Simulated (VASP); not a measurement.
Write the native input for VASP 6.6.1 that does the following.

| Item | Value |
| --- | --- |
| Task | single point |
| Functional | PBE |
| Potentials or basis | VASP PAW PBE potentials, release 64 (Si, Bi_d, Se) |
| Cutoff | 520 eV |
| k mesh | 6 × 6 × 6 |
| Occupations | gaussian, width 0.01 eV |
| Spin | no spin polarisation |
| Dipole correction | no |
| Further INCAR settings | ALGO = Normal; EDIFF = 1e-06; NBANDS = 55 |

The structure of Si2Bi2Se lies in POSCAR:

```
Si2Bi2Se
1.0
    6.0418776949     -3.4701631662      0.0000000000
    6.0418776949      3.4701631662      0.0000000000
    0.0000000000      0.0000000000      6.7769245768
Si Bi Se
4 4 2
Direct
    0.9953467121      0.6977467403      0.2830868153
    0.3022532597      0.0046532879      0.2830868153
    0.0046532879      0.3022532597      0.7830868153
    0.6977467403      0.9953467121      0.7830868153
    0.6305744950      0.0841413860      0.1764115442
    0.9158586140      0.3694255050      0.1764115442
    0.3694255050      0.9158586140      0.6764115442
    0.0841413860      0.6305744950      0.6764115442
    0.3037082919      0.6962917081      0.1434032810
    0.6962917081      0.3037082919      0.6434032810
```

One way to write it, as run:

INCAR

```
SYSTEM = Si2Bi2Se
PREC = Accurate ; ENCUT = 520
EDIFF = 1E-6 ; ISMEAR = 0
SIGMA = 0.01 ; LREAL = .FALSE.
LASPH = .TRUE. ; NELM = 100
ALGO = Normal ; ISIF = 2
LWAVE = .FALSE. ; LCHARG = .TRUE.
GGA = PE ; LELF = .TRUE.
LVHAR = .TRUE. ; NBANDS = 55
```

KPOINTS

```
regular mesh
0
G
  6 6 6
  0 0 0
```

Potentials or basis: VASP PAW PBE potentials, release 64 (Si, Bi_d, Se).

The run is started by

```console
$ cat potpaw_PBE.64/Si/POTCAR potpaw_PBE.64/Bi_d/POTCAR potpaw_PBE.64/Se/POTCAR > POTCAR
$ mpirun -np 1 vasp_std > vasp.out
```

It gave:

```yaml
Pressure: 2.3 GPa
Largest_force: 0.016 eV/Å
Band_gap_on_the_k_mesh: zero (bands 44 and 45 overlap by 0.16 eV)
```

Caveat: spin-orbit coupling is left out, which moves the levels of the heavy elements.

It took 9.8 min on 1 thread of AMD EPYC 9R14 (Zen 4) (shared host), peak memory 0.78 GiB.
